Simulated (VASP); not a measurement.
Wanted: the native input for a VASP 6.6.1 run.

* Task: single point
* Functional: PBEsol
* Potentials or basis: VASP PAW PBE potentials, release 64 (Sn_d, Te)
* Cutoff: 500 eV
* k mesh: 6 × 6 × 6
* Occupations: gaussian, width 0.01 eV
* Spin: no spin polarisation
* Dipole correction: no
* Further INCAR settings: ALGO = Normal; EDIFF = 1e-06; NBANDS = 17

The structure of SnTe lies in POSCAR:

```
SnTe
1.0
    0.0000000000      3.5623446929      3.5623446929
    3.5623446929      0.0000000000      3.5623446929
    3.5623446929      3.5623446929      0.0000000000
Sn Te
1 1
Direct
    0.0000000000      0.0000000000      0.0000000000
    0.7500000000      0.7500000000      0.7500000000
```

The input as run:

INCAR

```
SYSTEM = SnTe
PREC = Accurate
ENCUT = 500
EDIFF = 1E-6
ISMEAR = 0
SIGMA = 0.01
LREAL = .False.
LASPH = .True.
NELM = 120
ALGO = Normal
ISIF = 2
LWAVE = .False.
LCHARG = .True.
GGA = PS
LELF = .True.
LVHAR = .True.
NBANDS = 17
GGA_COMPAT = .False.
```

KPOINTS

```
regular mesh
0
Gamma
  6 6 6
  0 0 0
```

Potentials or basis: VASP PAW PBE potentials, release 64 (Sn_d, Te).

Launch:

```sh
$ cat potpaw_PBE.64/Sn_d/POTCAR potpaw_PBE.64/Te/POTCAR > POTCAR
$ mpirun -np 1 vasp_std > vasp.out
```

Results of the run:

| Property | Result |
| --- | --- |
| Pressure | -0.4 GPa |
| Band gap on the k mesh | 0.12 eV (least direct gap 0.71 eV) |

Caveat: semilocal functionals underestimate gaps, and a narrow one can read as zero; the PAW data sets were made with another functional, which shifts forces and pressure a little; spin-orbit coupling is left out, which moves the levels of the heavy elements.

Wall time 36 s on 1 thread of AMD EPYC 7R43 64-Core Processor (Zen 3), with other jobs on the host, peak memory 0.21 GiB.
